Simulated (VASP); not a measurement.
Write the native input for VASP 6.6.1 that does the following.

```
Task                   : single point
Functional             : revPBE
Potentials or basis    : VASP PAW PBE potentials, release 64 (Si, C)
Cutoff                 : 520 eV
k mesh                 : 8 × 8 × 6
Occupations            : methfessel-paxton, width 0.1 eV
Spin                   : no spin polarisation
Dipole correction      : no
Further INCAR settings : ALGO = Normal; EDIFF = 1e-06; NBANDS = 16
```

The structure of SiC lies in POSCAR:

```
SiC
1.0
    3.0755278798      0.0000000000      0.0000000000
   -1.5377639399      2.6634852739      0.0000000000
    0.0000000000      0.0000000000      5.0473895487
Si C
2 2
Direct
    0.3333333333      0.6666666667      0.0045711878
    0.6666666667      0.3333333333      0.5045711878
    0.3333333333      0.6666666667      0.3804288122
    0.6666666667      0.3333333333      0.8804288122
```

These files were run (other wordings do the same):

INCAR

```
SYSTEM = SiC
  ALGO = Normal
  EDIFF = 1E-6
  ENCUT = 520
  GGA = RE
  ISIF = 2
  ISMEAR = 1
  LASPH = .True.
  LCHARG = .False.
  LREAL = .False.
  LWAVE = .False.
  NBANDS = 16
  NELM = 80
  PREC = Accurate
  SIGMA = 0.1
```

KPOINTS

```
k-points
0
Gamma
  8 8 6
  0 0 0
```

Potentials or basis: VASP PAW PBE potentials, release 64 (Si, C).

Command:

```bash
$ cat potpaw_PBE.64/Si/POTCAR potpaw_PBE.64/C/POTCAR > POTCAR
$ mpirun -np 1 vasp_std > vasp.out
```

Results of the run:

```
Pressure               : 5.6 GPa
Largest force          : 0.004 eV/Å
Band gap on the k mesh : 2.55 eV, indirect (least direct gap 4.00 eV)
```

Caveat: the PAW data sets were made with another functional, which shifts forces and pressure a little.

Wall time 9.4 s on 1 thread of Intel(R) Xeon(R) 6975P-C (Granite Rapids), on a shared host, peak memory 0.16 GiB.
